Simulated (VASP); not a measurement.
# Sn (I4_1/amd) in VASP: settings compared, part 2 of 2

VASP 6.6.1. Earlier steps stand in the parts before.

### Step 5. Single point, RPBE

This run uses another cell than the first one, of 29.29 Å³/atom, 1.059 times its volume.

INCAR

```
SYSTEM = Sn
  PREC = Accurate
  ENCUT = 520
  EDIFF = 1E-6
  ISMEAR = -1
  SIGMA = 0.05
  LREAL = .False.
  LASPH = .True.
  NELM = 60
  ALGO = Normal
  ISIF = 2
  LWAVE = .False.
  LCHARG = .False.
  GGA = RP
  NBANDS = 21
```

KPOINTS

```
regular mesh
0
Gamma
  9 9 9
  0 0 0
```

POSCAR

```
Sn
1.0
   -3.0005033584      3.0005033584      1.6265816330
    3.0005033584     -3.0005033584      1.6265816330
    3.0005033584      3.0005033584     -1.6265816330
Sn
2
Direct
    0.0000000000      0.0000000000      0.0000000000
    0.7500000000      0.2500000000      0.5000000000
```

Potentials or basis: VASP PAW PBE potentials, release 64 (Sn_d).

Started as:

```bash
> cat potpaw_PBE.64/Sn_d/POTCAR > POTCAR
> mpirun -np 1 vasp_std > vasp.out
```

OUTCAR:

```text
SYSTEM = Sn
   PREC = Accurate
   ENCUT = 520
   EDIFF = 1E-6
   ISMEAR = -1
   LREAL = .False.
   LASPH = .True.
   NELM = 60
   ISIF = 2
   GGA = RP

 ion  position               nearest neighbor table
   1  0.000  0.000  0.000-   2 3.11   2 3.11   2 3.11   2 3.11
   2  0.750  0.250  0.500-   1 3.11   1 3.11   1 3.11   1 3.11

  LATTYP: Found a body centered tetragonal cell.
 ALAT       =     6.0010067168
 C/A-ratio  =     0.5421029203

  Lattice vectors:

 A1 = (  -3.0005033584,   3.0005033584,   1.6265816330)
 A2 = (   3.0005033584,  -3.0005033584,   1.6265816330)
 A3 = (   3.0005033584,   3.0005033584,  -1.6265816330)

Analysis of symmetry for initial positions (statically):
=====================================================================
 Subroutine PRICEL returns:
 Original cell was already a primitive cell.

 Routine SETGRP: Setting up the symmetry group for a
 body centered tetragonal supercell.

 Subroutine GETGRP returns: Found 16 space group operations
 (whereof  8 operations were pure point group operations)
 out of a pool of 16 trial point group operations.

The static configuration has the point symmetry D_2d.
 The point group associated with its full space group is D_4h.

Analysis of symmetry for dynamics (positions and initial velocities):
=====================================================================
 Subroutine PRICEL returns:
 Original cell was already a primitive cell.

 Routine SETGRP: Setting up the symmetry group for a
 body centered tetragonal supercell.

 Subroutine GETGRP returns: Found 16 space group operations
 (whereof  8 operations were pure point group operations)
[... 99 lines left out ...]
   LSORBIT =      F    spin-orbit coupling
   LASPH  =      T    aspherical Exc in radial PAW
   ENCUT  =  520.0 eV  38.22 Ry    6.18 a.u.   8.45  8.45  8.45*2*pi/ulx,y,z
   NELM   =     60;   NELMIN=  2; NELMDL= -5     # of ELM steps
   EDIFF  = 0.1E-05   stopping-criterion for ELM
   LREAL  =      F    real-space projection
[... 7 lines left out ...]
   TEBEG  =    0.0;   TEEND  =   0.0 temperature during run
   PSTRESS=    0.0 pullay stress
   NELECT =      28.0000    total number of electrons
   NUPDOWN=      -1.0000    fix difference up-down
   EMIN   =  10.00;   EMAX   =-10.00  energy-range for DOS
   EFERMI =   0.00;   METHOD = LEGACY
   ISMEAR =    -1;   SIGMA  =   0.05  broadening in eV -4-tet -1-fermi 0-gaus
   EFERMI_NEDOS =   21; number of points for ismear=-14 and -15
   IALGO  =     38    algorithm
   IMIX   =      4    mixing-type and parameters
     AMIX     =   0.40;   BMIX     =  1.00
     AMIX_MAG =   1.60;   BMIX_MAG =  1.00
  volume/ion in A,a.u.               =      29.29       197.65
  Fermi-wavevector in a.u.,A,eV,Ry     =   1.280028  2.418902 22.292761  1.638472
  Thomas-Fermi vector in A             =   2.412480
   LORBIT       =      0    0 simple, 1 ext, 2 COOP (PROOUT), +10 PAW based schemes
   GGA     = RP    functional components
   LHFCALC =     F    Hartree Fock is set to
   AEXX    =    0.0000 exact exchange contribution
   IVDW    =     0    specifies the selected vdW correction
   LEPSILON=     F    determine dielectric tensor
   LRPA    =     F    only Hartree local field effects (RPA)
 non-spin polarized calculation
  energy-cutoff  :      520.00
  volume of cell :       58.58
 maximum number of plane-waves:      1598
 NGX is ok and might be reduce to    36
   NGX = 17   NGY = 17   NGZ = 17

 number of electron      28.0000004 magnetization

 Free energy of the ion-electron system (eV)
  ---------------------------------------------------
  ext. energy  EPLUGINS =         0.00000000
  ---------------------------------------------------
  free energy    TOTEN  =        -6.86998917 eV

  energy without entropy =       -6.86256008  energy(sigma->0) =       -6.86627462

 E-fermi :   7.1962     XC(G=0):  -9.8665

 val. band max:        7.1525940121   @ k =  -0.2222  -0.2222   0.1111
 cond. band min:       7.1976657535   @ k =   0.4444   0.3333   0.0000
 fundamental gap:      0.0450717414
 Fermi energy:         7.1961798813

 k-point     1 :       0.0000    0.0000    0.0000
  band No.  band energies     occupation
      1     -14.4425      2.00000
      2     -14.3861      2.00000
      3     -14.3408      2.00000
      4     -14.3402      2.00000
      5     -14.2211      2.00000
      6     -14.2210      2.00000
[... 565 lines left out ...]
     20      17.5277      0.00000
     21      18.0005      0.00000

 [... further k-points ...]
[... 5 lines left out ...]
  --------------------------------------------------------------------------------------
  -------------------------------------------------------------------------------------
  Total       -0.0099129     -0.0099129     -0.0088110      0.0000000      0.0000000      0.0000000
  in kB       -0.2711373     -0.2711373     -0.2409957      0.0000000      0.0000000      0.0000000
  external PRESSURE =      -0.2610901 kB  Pullay stress =       0.0000000 kB

 VOLUME and BASIS-vectors are now :
 -----------------------------------------------------------------------------
  energy-cutoff  :      520.00
  volume of cell :       58.58
      direct lattice vectors                 reciprocal lattice vectors
    -3.000503358  3.000503358  1.626581633     0.000000000  0.166638707  0.307393118
     3.000503358 -3.000503358  1.626581633     0.166638707  0.000000000  0.307393118
     3.000503358  3.000503358 -1.626581633     0.166638707  0.166638707  0.000000000

 POSITION                                       TOTAL-FORCE (eV/Angst)
 -----------------------------------------------------------------------------------
      0.00000      0.00000      0.00000         0.000000     -0.000000      0.000000
     -0.00000      3.00050      0.81329        -0.000000      0.000000     -0.000000
 -----------------------------------------------------------------------------------
    total drift:                               -0.000000      0.000000     -0.000000

  FREE ENERGIE OF THE ION-ELECTRON SYSTEM (eV)
  ---------------------------------------------------
  free  energy   TOTEN  =        -6.8699891652 eV

  energy  without entropy=       -6.8625600834  energy(sigma->0) =       -6.86627462
```

OSZICAR:

```text
N       E                     dE             d eps       ncg     rms          rms(c)
DAV:   1     0.223777195208E+03    0.22378E+03   -0.14441E+04  3203   0.203E+03
DAV:   2     0.167745552326E+02   -0.20700E+03   -0.20259E+03  3175   0.455E+02
DAV:   3    -0.611192984746E+01   -0.22886E+02   -0.22724E+02  3668   0.136E+02
DAV:   4    -0.684197135544E+01   -0.73004E+00   -0.72966E+00  3560   0.270E+01
DAV:   5    -0.687175879118E+01   -0.29787E-01   -0.29787E-01  4527   0.513E+00    0.213E+00
DAV:   6    -0.686776672927E+01    0.39921E-02   -0.25626E-02  4233   0.214E+00    0.122E+00
DAV:   7    -0.686973708855E+01   -0.19704E-02   -0.18054E-02  4272   0.179E+00    0.149E-01
DAV:   8    -0.686997542013E+01   -0.23833E-03   -0.19977E-03  3777   0.561E-01    0.393E-02
DAV:   9    -0.686998912357E+01   -0.13703E-04   -0.71738E-05  4261   0.771E-02    0.114E-02
DAV:  10    -0.686998916523E+01   -0.41665E-07   -0.99339E-06  3982   0.413E-02
   1 F= -.68699892E+01 E0= -.68662746E+01  d E =-.742908E-02
```

stdout:

```text
POSCAR found type information on POSCAR Sn
 POSCAR found :  1 types and       2 ions
 scaLAPACK will be used
 -----------------------------------------------------------------------------
|                                                                             |
|                                                                             |
|     You enforced a specific xc type in the INCAR file but a different       |
|     I HOPE YOU KNOW WHAT YOU ARE DOING!                                     |
|                                                                             |
 -----------------------------------------------------------------------------

 LDA part: xc-table for (Slater+PW92), standard interpolation
 POSCAR, INCAR and KPOINTS ok, starting setup
 FFT: planning ... GRIDC
 FFT: planning ... GRID_SOFT
 FFT: planning ... GRID
 WAVECAR not read
 entering main loop
```

Run time: 56 s. Hardware: 1 thread of Intel Xeon Platinum 8488C (Sapphire Rapids), shared host; peak memory 0.23 GiB.

Results:

```
Free energy            : -6.8700 eV
Pressure               : 0.0 GPa
Band gap on the k mesh : zero (band 14 reaches 8.36 eV, above the bottom of band 15 at 4.66 eV)
```

Caveat: the PAW data sets were made with another functional, which shifts forces and pressure a little; spin-orbit coupling is left out, which moves the levels of the heavy elements.

### Step 6. The runs side by side

```tsv
level	cell	smearing	gap on the mesh (eV)	pressure (GPa)
RPBE	a = 4.455 Å, angles 97.4, 97.4, 137.9°, 2 atoms	gaussian 0.1 eV	none	2.8
RPBE	a = 4.455 Å, angles 97.4, 97.4, 137.9°, 2 atoms	fermi-dirac 0.05 eV	none	2.8
revPBE	a = 4.455 Å, angles 97.4, 97.4, 137.9°, 2 atoms	fermi-dirac 0.05 eV	none	2.4
RPBE	a = 4.544 Å, angles 97.4, 97.4, 138.1°, 2 atoms	fermi-dirac 0.05 eV	none	0.0
```

Alike in all rows: task single point; potentials or basis VASP PAW PBE potentials, release 64 (Sn_d); no spin polarisation; k mesh 9 × 9 × 9; cutoff (eV) 520.

Every run on the cell as given and a fine mesh finds a metal. The pressure there spans 2.4 GPa (revPBE) to 2.8 GPa (RPBE); a positive pressure means that this level wants a larger cell, a negative one a smaller.

Caveats: the PAW data sets were made with another functional, which shifts forces and pressure a little; spin-orbit coupling is left out, which moves the levels of the heavy elements.

Absolute energies hang on the potentials; compare differences alone.
